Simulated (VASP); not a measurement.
Write the native input for VASP 6.6.1 that does the following.

```yaml
Task: electric field gradients
Functional: LDA
Potentials_or_basis: VASP PAW LDA potentials, release 64 (Li_sv, F)
Cutoff: 520 eV
k_mesh: 10 × 10 × 10
Occupations: fermi-dirac, width 0.03 eV
Spin: no spin polarisation
Dipole_correction: no
Further_INCAR_settings: ALGO = Normal; EDIFF = 1e-08; NBANDS = 12
```

The structure of LiF lies in POSCAR:

```
LiF
1.0
    0.0000000000      2.0273381370      2.0273381370
    2.0273381370      0.0000000000      2.0273381370
    2.0273381370      2.0273381370      0.0000000000
Li F
1 1
Direct
    0.0000000000      0.0000000000      0.0000000000
    0.5000000000      0.5000000000      0.5000000000
```

This cell differs from its parent crystal: volume scaled by 1.02.

These files were run (other wordings do the same):

INCAR

```
PREC     = Accurate       # precision mode
ENCUT    = 520            # plane-wave cutoff, eV
EDIFF    = 1E-8           # SCF threshold, eV
ISMEAR   = -1             # smearing method
SIGMA    = 0.03           # smearing width, eV
LREAL    = F              # projectors in reciprocal space
LASPH    = T              # aspherical terms in the spheres
NELM     = 60             # most SCF steps
ALGO     = Normal         # electronic algorithm
ISIF     = 2              # what is computed and relaxed
LWAVE    = F              # write WAVECAR
LCHARG   = F              # write CHGCAR
LEFG     = T            
NBANDS   = 12             # bands
```

KPOINTS

```
regular mesh
0
Gamma
  10 10 10
```

Potentials or basis: VASP PAW LDA potentials, release 64 (Li_sv, F).

Run with:

```bash
$ cat potpaw_LDA.64/Li_sv/POTCAR potpaw_LDA.64/F/POTCAR > POTCAR
$ mpirun -np 1 vasp_std > vasp.out
```

It gave:

```json
{"Band gap on the k mesh": "8.66 eV, direct"}
```

Caveat: without QUAD_EFG the Cq values of the log hold for a quadrupole moment of 1 mb, not for the nuclei.

Run time: 6.6 s on 1 thread of Intel(R) Xeon(R) Platinum 8259CL CPU @ 2.50GHz (Skylake/Cascade Lake), on a shared host, peak memory 0.12 GiB.
